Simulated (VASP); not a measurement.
SrH2Os2, 5 atoms in the cell. The typed cell holds 5 atoms: a = 4.459 Å, b = 4.459 Å, c = 4.653 Å, α = 90.00°, β = 90.00°, γ = 60.00°. 

```yaml
Program: VASP 6.6.1
Task: single point
Functional: r2SCAN
Potentials_or_basis: VASP PAW PBE potentials, release 64 (H, Os, Sr_sv)
Cutoff: 520 eV
k_mesh: 7 × 7 × 6
Occupations: tetrahedron
Spin: no spin polarisation
Dipole_correction: no
Further_INCAR_settings: ALGO = Normal; EDIFF = 1e-07; NBANDS = 22
```

Potentials or basis: VASP PAW PBE potentials, release 64 (H, Os, Sr_sv).

The run is started by

```bash
$ cat potpaw_PBE.64/H/POTCAR potpaw_PBE.64/Os/POTCAR potpaw_PBE.64/Sr_sv/POTCAR > POTCAR
$ cp INCAR.step1 INCAR
$ mpirun -np 1 vasp_std > vasp.out
$ cp INCAR.step2 INCAR
$ mpirun -np 1 vasp_std > vasp.out
```

Hardware: 1 thread of Intel(R) Xeon(R) Platinum 8375C CPU @ 2.90GHz (Ice Lake) (shared host).

How long does it take, and how much memory?

Run time: 13 min on 1 thread of Intel(R) Xeon(R) Platinum 8375C CPU @ 2.90GHz (Ice Lake) (shared host), peak memory 0.33 GiB. Counts: k points 88.
